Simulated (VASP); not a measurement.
Write the native input for VASP 6.6.1 that does the following.

```
Task                   : single point
Functional             : PBE
Potentials or basis    : VASP PAW PBE potentials, release 64 (Bi_d, Te)
Cutoff                 : 520 eV
k mesh                 : 14 × 14 × 14
Occupations            : gaussian, width 0.15 eV
Spin                   : no spin polarisation
Dipole correction      : no
Further INCAR settings : ALGO = Normal; EDIFF = 1e-06; NBANDS = 18
```

The structure of BiTe lies in POSCAR:

```
BiTe
1.0
    0.0000000000      3.2026500000      3.2026500000
    3.2350000000     -0.0323500000      3.2350000000
    3.2350000000      3.2350000000     -0.0323500000
Bi Te
1 1
Direct
    0.0000000000      0.0000000000      0.0000000000
    0.5000000000      0.5000000000      0.5000000000
```

This cell differs from its parent crystal: strain -0.0200 x Voigt [0, 0, 0, 1, 0, 0].

These files were run (other wordings do the same):

INCAR

```
SYSTEM = BiTe
PREC = Accurate
ENCUT = 520
EDIFF = 1E-6
ISMEAR = 0
SIGMA = 0.15
LREAL = .False.
LASPH = .True.
NELM = 100
ALGO = Normal
ISIF = 2
LWAVE = .False.
LCHARG = .False.
GGA = PE
NBANDS = 18
```

KPOINTS

```
regular mesh
0
Gamma
  14 14 14
  0 0 0
```

Potentials or basis: VASP PAW PBE potentials, release 64 (Bi_d, Te).

Run with:

```console
$ cat potpaw_PBE.64/Bi_d/POTCAR potpaw_PBE.64/Te/POTCAR > POTCAR
$ mpirun -np 1 vasp_std > vasp.out
```

Results of the run:

```json
{"Pressure": "0.7 GPa", "Band gap on the k mesh": "zero (an odd number of electrons rules out a gap without spin polarisation)"}
```

Caveat: the cell differs from its parent crystal (strain -0.0200 x Voigt [0, 0, 0, 1, 0, 0]); spin-orbit coupling is left out, which moves the levels of the heavy elements.

Run time: 9.3 min on 1 thread of Intel Xeon 8259CL, with other jobs on the host, peak memory 0.61 GiB.
